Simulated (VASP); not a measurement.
A run of VASP 6.6.1 is set up as follows.

File INCAR:

```
PREC = Accurate
ENCUT = 520
EDIFF = 1E-6
ISMEAR = 0
SIGMA = 0.1
LREAL = False
LASPH = True
NELM = 80
ALGO = Normal
ISIF = 2
LWAVE = False
LCHARG = False
GGA = PE
NBANDS = 36
```

File KPOINTS:

```
Automatic mesh
0
Gamma
  12 12 4
```

Contents of POSCAR:

```
ScNb2O3
1.0
    2.9789694352      0.0000000000      0.0000000000
    0.0000000000      2.9789694352      0.0000000000
    0.0000000000      0.0000000000      9.0828305421
Sc Nb O
1 2 3
Direct
    0.0000000000      0.0000000000      0.0000000000
    0.0000000000      0.5000000000      0.6546151559
    0.5000000000      0.0000000000      0.3453848441
    0.0000000000      0.5000000000      0.4088640312
    0.5000000000      0.0000000000      0.5911359688
    0.5000000000      0.5000000000      0.0000000000
```

Potentials or basis: VASP PAW PBE potentials, release 64 (Sc_sv, Nb_sv, O).

Launch:

```sh
$ cat potpaw_PBE.64/Sc_sv/POTCAR potpaw_PBE.64/Nb_sv/POTCAR potpaw_PBE.64/O/POTCAR > POTCAR
$ mpirun -np 1 vasp_std > vasp.out
```

Estimate the pressure.

0.1 GPa.

Predict the largest force.

0.008 eV/Å.

Forces on the atoms (eV/Å):
```
Sc   0.000  0.000  0.000
Nb   0.000  0.000 -0.008
Nb   0.000  0.000  0.008
O    0.000  0.000 -0.006
O    0.000  0.000  0.006
O    0.000  0.000  0.000
```

Caveat: an odd number of electrons without spin polarisation forces a metal; a magnetic or distorted state may lie lower.
